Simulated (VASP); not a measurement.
BaTiO3: single point with r2SCAN

BaTiO3:

```
CELL_PARAMETERS angstrom
3.97717 0.00000 0.00000
0.00000 3.97717 0.00000
0.00000 0.00000 7.99054
ATOMIC_POSITIONS crystal
Ba 0.00000 0.00000 0.00000
Ba 0.00000 0.00000 0.50000
Ti 0.50000 0.50000 0.24100
Ti 0.50000 0.50000 0.74100
O 0.50000 0.50000 0.00800
O 0.50000 0.50000 0.50800
O 0.50000 0.00000 0.25750
O 0.50000 0.00000 0.75750
O 0.00000 0.50000 0.25750
O 0.00000 0.50000 0.75750
```

```yaml
Program: VASP 6.6.1
Task: single point
Functional: r2SCAN
Potentials_or_basis: VASP PAW PBE potentials, release 64 (Ba_sv, Ti_sv, O)
Cutoff: 520 eV
k_mesh: 6 × 6 × 3
Occupations: fermi-dirac, width 0.1 eV
Spin: collinear spin, zero start
Starting_moments: "[0.0, 0.0, 0.0, 0.0, 0.0, 0.0, 0.0, 0.0, 0.0, 0.0] μB"
```

- Pressure: 5.1 GPa
- Largest force: 0.230 eV/Å
- Band gap on the k mesh: 2.21 eV
- Net moment: 0.00 μB per cell
- Valence electrons inside the program's atomic spheres: Ba 8.01; Ti 10.17; O 5.08

Forces on the atoms (eV/Å):
```
Ba   0.000  0.000 -0.056
Ba   0.000  0.000 -0.056
Ti   0.000  0.000  0.230
Ti   0.000  0.000  0.230
O    0.000  0.000  0.205
O    0.000  0.000  0.205
O    0.000  0.000 -0.190
O    0.000  0.000 -0.190
O    0.000  0.000 -0.190
O    0.000  0.000 -0.190
```

Stress tensor (GPa, compression positive):
```
4.56 0.00 0.00
0.00 4.56 0.00
0.00 0.00 6.30
```

Levels at points of the mesh, in eV from the valence-band top:
Spin up:
```csv
k point,band 37,band 38,band 39,band 40,band 41,band 42,band 43,band 44
"(0.00, 0.00, 0.00)",-0.74,-0.37,-0.33,-0.33,2.21,2.37,2.50,2.50
"(0.50, 0.00, 0.00)",-0.94,-0.92,-0.90,-0.21,2.64,3.94,3.97,3.99
"(0.50, 0.50, 0.00)",-0.12,-0.12,-0.09,0.00,4.01,4.01,4.42,4.65
```
Spin down:
```
           k point  band 36  band 37  band 38  band 39  band 40  band 41  band 42  band 43  band 44  band 45
(0.00, 0.00, 0.00)    -0.74    -0.74    -0.37    -0.33    -0.33     2.21     2.37     2.50     2.50     4.05
(0.50, 0.00, 0.00)    -1.07    -0.94    -0.92    -0.90    -0.21     2.64     3.94     3.97     3.99     4.06
(0.50, 0.50, 0.00)    -1.05    -0.12    -0.12    -0.09     0.00     4.01     4.01     4.42     4.65     4.65
```

Run time: 20 min on 1 thread of Intel(R) Xeon(R) Platinum 8259CL CPU @ 2.50GHz (Skylake/Cascade Lake), with other jobs on the host, peak memory 0.43 GiB.

Caveat: the cell stands under pressure; the PAW data sets were made with another functional, which shifts forces and pressure a little; spin-orbit coupling is left out, which moves the levels of the heavy elements. A k mesh can miss the band edges.
